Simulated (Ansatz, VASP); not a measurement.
## One calculation of Zr, two programs

INCAR

```
SYSTEM = Zr
  ALGO = Normal
  EDIFF = 1E-7
  ENCUT = 520
  GGA = PE
  ISIF = 2
  ISMEAR = -1
  LASPH = .TRUE.
  LCHARG = .FALSE.
  LREAL = .FALSE.
  LWAVE = .FALSE.
  NBANDS = 19
  NELM = 80
  PREC = Accurate
  SIGMA = 0.08
```

Contents of KPOINTS:

```
k-points
0
G
  13 13 7
  0 0 0
```

Contents of POSCAR:

```
Zr
1.0
    3.2319982225      0.0000000000      0.0000000000
   -1.6159991112      2.7989925656      0.0000000000
    0.0000000000      0.0000000000      5.3014100000
Zr
2
Direct
    0.3333333333      0.6666666667      0.2500000000
    0.6666666667      0.3333333333      0.7500000000
```

Input for Ansatz:

```yaml
crystal:
  lattice:
    - [3.2319982225, 0.0, 0.0]
    - [-1.6159991112, 2.7989925656, 0.0]
    - [0.0, 0.0, 5.30141]
  atoms:
    - { symbol: Zr, position: [0.3333333333, 0.6666666667, 0.25] }
    - { symbol: Zr, position: [0.6666666667, 0.3333333333, 0.75] }
kpoints:
  mp_grid: { grid: [13, 13, 7] }
  band_path:
    path:
      - [0.0, 0.0, 0.0]
      - [0.5, 0.0, 0.0]
      - [0.3333333333, 0.3333333333, 0.0]
      - [0.0, 0.0, 0.0]
      - [0.0, 0.0, 0.5]
      - [0.5, 0.0, 0.5]
      - [0.3333333333, 0.3333333333, 0.5]
      - [0.0, 0.0, 0.5]
      - [0.5, 0.0, 0.5]
    npoints: 5
scf:
  occupations: { method: fermi_dirac, width: 0.08 }
hamiltonian:
  xc: pbe
  pseudopotentials: { kind: all_electron, lapw: { basis_error: 0.001 } }
output:
  forces: true
  stress: true
  eigenvalues: true
```

Change from the starting cell: zz strain of +3 %.

Alike in both runs: task single point; functional PBE; k mesh 13 × 13 × 7; occupations fermi-dirac, width 0.08 eV; no spin polarisation.

|  | VASP | Ansatz |
| --- | --- | --- |
| version | VASP 6.6.1 | Ansatz 0.2.0 |
| potentials or method | VASP PAW PBE potentials, release 64 (Zr_sv), cutoff 520 eV | all-electron LAPW, scalar-relativistic |

|  | VASP | Ansatz | Ansatz less VASP |
| --- | --- | --- | --- |
| pressure (GPa) | -2.3 | -2.3 | +0.01 |
| traceless stress, the component that is largest in VASP (GPa) | -1.35 | -1.35 | +0.004 |

Ansatz ran all-electron here, and VASP with PAW potentials.
